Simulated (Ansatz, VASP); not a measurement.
**One calculation of PbS, two programs**

```xyz
2
Lattice="0.0000 2.9657 2.9657 2.9657 0.0000 2.9657 2.9657 2.9657 0.0000" Properties=species:S:1:pos:R:3 pbc="T T T"
Pb   -0.0019    0.0027   -0.0002
S     2.9779    2.9482    2.9671
```

Alike in both runs: task single point; functional PBE; k mesh 3 × 3 × 3; no spin polarisation.

```csv
,VASP,Ansatz
version,VASP 6.6.1,Ansatz 0.2.0
potentials or method,"VASP PAW PBE potentials, release 64 (Pb_d, S)","plane waves, PAW"
plane-wave cutoff (eV),500,420
occupations,"gaussian, width 0.01 eV",fixed
valence electrons in the cell,20,20
```

|  | VASP | Ansatz | Ansatz less VASP |
| --- | --- | --- | --- |
| rms of the force components (eV/Å) | 0.004 | 0.004 | -0.0001 |

Atom by atom the forces differ by 0.000 eV/Å (rms over components).

The k mesh is coarse, so the values compare programs but aren't converged. Spin-orbit coupling is off throughout.
